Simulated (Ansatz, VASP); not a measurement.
## One calculation of As, two programs

File INCAR:

```
PREC = Accurate
ENCUT = 520
EDIFF = 1E-6
ISMEAR = 0
SIGMA = 0.020999999999999998
LREAL = False
LASPH = True
NELM = 100
ALGO = Normal
ISIF = 2
LWAVE = False
LCHARG = True
GGA = PE
LELF = True
LVHAR = True
NBANDS = 12
```

The input KPOINTS:

```
regular mesh
0
Gamma
  9 9 9
```

POSCAR

```
As
1.0
    1.8807968987      1.0858785957      3.5140619945
   -1.8807968987      1.0858785957      3.5140619945
    0.0000000000     -2.1717571915      3.5140619945
As
2
Direct
    0.2260000000      0.2260000000      0.2260000000
    0.7740000000      0.7740000000      0.7740000000
```

input.yaml

```yaml
crystal:
  lattice:
    - [1.8807968987, 1.0858785957, 3.5140619945]
    - [-1.8807968987, 1.0858785957, 3.5140619945]
    - [0.0, -2.1717571915, 3.5140619945]
  atoms:
    - { symbol: As, position: [0.226, 0.226, 0.226] }
    - { symbol: As, position: [0.774, 0.774, 0.774] }
hamiltonian:
  xc: pbe
  pseudopotentials: { kind: paw }
kpoints:
  mp_grid: { grid: [9, 9, 9] }
scf:
  occupations: { method: gaussian, width: 0.021 }
output:
  forces: true
  stress: true
  eigenvalues: true
```

Alike in both runs: task single point; functional PBE; k mesh 9 × 9 × 9; occupations gaussian, width 0.021 eV; no spin polarisation.

|  | VASP | Ansatz |
| --- | --- | --- |
| version | VASP 6.6.1 | Ansatz 0.2.0 |
| potentials or method | VASP PAW PBE potentials, release 64 (As) | Ansatz PAW |
| plane-wave cutoff (eV) | 520 | 420 |
| valence electrons in the cell | 10 | 30 |

Ansatz gave:

* gap on the k mesh at the Fermi level (eV): none
* pressure (GPa): 3.7
* traceless stress, the component that is largest in VASP (GPa): -0.30
* rms of the force components (eV/Å): 0.249

Problem. Which values does VASP return?

Solution. gap on the k mesh at the Fermi level (eV): none; pressure (GPa): 4.1; traceless stress, the component that is largest in VASP (GPa): -0.40; rms of the force components (eV/Å): 0.284.

Atom by atom the forces differ by 0.035 eV/Å (rms over components). A gap of «none» marks a metal or a gap that the smearing closes. VASP's potentials hold 10 valence electrons a cell and Ansatz's 30, so a difference there can come from the potentials and not from the codes.
